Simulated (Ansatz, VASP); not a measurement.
# One calculation of Na, two programs

Contents of INCAR:

```
PREC     = Accurate       # precision mode
ENCUT    = 520            # plane-wave cutoff, eV
EDIFF    = 1E-7           # SCF threshold, eV
ISMEAR   = -1             # smearing method
SIGMA    = 0.05           # smearing width, eV
LREAL    = F              # projectors in reciprocal space
LASPH    = T              # aspherical terms in the spheres
NELM     = 80             # most SCF steps
ALGO     = Normal         # electronic algorithm
ISIF     = 2              # what is computed and relaxed
LWAVE    = F              # write WAVECAR
LCHARG   = F              # write CHGCAR
GGA      = PE             # functional
NBANDS   = 14             # bands
```

KPOINTS

```
Automatic mesh
0
Gamma
  9 9 9
```

File POSCAR:

```
Na
1.0
    0.0000000000      3.4523113340      3.4523113340
    3.4523113340      0.0000000000      3.4523113340
    3.4523113340      3.4523113340      0.0000000000
Na
2
Direct
   -0.1250000000     -0.1250000000     -0.1250000000
    0.1250000000      0.1250000000      0.1250000000
```

Input for Ansatz:

```yaml
crystal:
  lattice:
    - [0.0, 3.452311334, 3.452311334]
    - [3.452311334, 0.0, 3.452311334]
    - [3.452311334, 3.452311334, 0.0]
  atoms:
    - { symbol: Na, position: [-0.125, -0.125, -0.125] }
    - { symbol: Na, position: [0.125, 0.125, 0.125] }
kpoints:
  mp_grid: { grid: [9, 9, 9] }
scf:
  occupations: { method: fermi_dirac, width: 0.05 }
hamiltonian:
  xc: pbe
  pseudopotentials: { kind: all_electron, lapw: { basis_error: 0.001 } }
output:
  forces: true
  stress: true
  eigenvalues: true
  populations: true
```

Change from the starting cell: volume scaled by 0.76, LAPW.

Alike in both runs: task single point; functional PBE; k mesh 9 × 9 × 9; occupations fermi-dirac, width 0.05 eV; no spin polarisation.

|  | VASP | Ansatz |
| --- | --- | --- |
| version | VASP 6.6.1 | Ansatz 0.2.0 |
| potentials or method | VASP PAW PBE potentials, release 64 (Na_pv), cutoff 520 eV | all-electron LAPW, scalar-relativistic |

VASP gave:

* pressure (GPa): 1.3

Task: Which values does Ansatz return?

Result: Pressure (GPa): 1.4.

Ansatz ran all-electron here, and VASP with PAW potentials.
